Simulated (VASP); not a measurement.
Write the native input for VASP 6.6.1 that does the following.

| Quantity | Value |
| --- | --- |
| Task | single point |
| Functional | PBE |
| Potentials or basis | VASP PAW PBE potentials, release 64 (Mn_pv, Ge_d, F) |
| Cutoff | 520 eV |
| k mesh | 4 × 4 × 4 |
| Occupations | fermi-dirac, width 0.1 eV |
| Spin | no spin polarisation |
| Dipole correction | no |
| Further INCAR settings | ALGO = Normal; EDIFF = 1e-06; NBANDS = 59 |

The structure of MnGeF3 lies in POSCAR:

```
MnGeF3
1.0
    5.3607990000      0.0000000000      0.0000000000
   -2.6803990000      4.6425940000      0.0000000000
   -2.6803990000      1.5475310000      5.1041010000
Mn Ge F
2 2 6
Direct
    0.3638800000      0.6361200000      0.0916400000
    0.6361200000      0.3638800000      0.9083600000
    0.1568700000      0.8431300000      0.4706100000
    0.8431300000      0.1568700000      0.5293900000
    0.5599000000      0.7960000000      0.7221000000
    0.2040000000      0.0418000000      0.7221000000
    0.9582000000      0.4401000000      0.7221000000
    0.4401000000      0.2040000000      0.2779000000
    0.7960000000      0.9582000000      0.2779000000
    0.0418000000      0.5599000000      0.2779000000
```

These files were run (other wordings do the same):

INCAR

```
PREC     = Accurate       # precision mode
ENCUT    = 520            # plane-wave cutoff, eV
EDIFF    = 1E-6           # SCF threshold, eV
ISMEAR   = -1             # smearing method
SIGMA    = 0.1            # smearing width, eV
LREAL    = F              # projectors in reciprocal space
LASPH    = T              # aspherical terms in the spheres
NELM     = 60             # most SCF steps
ALGO     = Normal         # electronic algorithm
ISIF     = 2              # what is computed and relaxed
LWAVE    = F              # write WAVECAR
LCHARG   = F              # write CHGCAR
GGA      = PE             # functional
NBANDS   = 59             # bands
```

KPOINTS

```
Automatic mesh
0
Gamma
  4 4 4
```

Potentials or basis: VASP PAW PBE potentials, release 64 (Mn_pv, Ge_d, F).

The run is started by

```console
$ cat potpaw_PBE.64/Mn_pv/POTCAR potpaw_PBE.64/Ge_d/POTCAR potpaw_PBE.64/F/POTCAR > POTCAR
$ mpirun -np 1 vasp_std > vasp.out
```

Results of the run:

```json
{
  "Pressure": "21.7 GPa",
  "Largest force": "3.038 eV/Å",
  "Band gap on the k mesh": "zero (bands 48 and 49 overlap by 0.05 eV)"
}
```

Caveat: the cell stands under pressure; the run has no spin polarisation, though such a crystal can be magnetic; semilocal functionals often make such compounds metallic where correlation or magnetic order opens a gap, which also shifts bond lengths; forces of over 1 eV/Å act on the atoms, so gaps and moduli don't describe the material at rest.

Run time: 2.8 min on 1 thread of Intel(R) Xeon(R) Platinum 8259CL CPU @ 2.50GHz (Skylake/Cascade Lake), with other jobs on the host, peak memory 0.3 GiB.
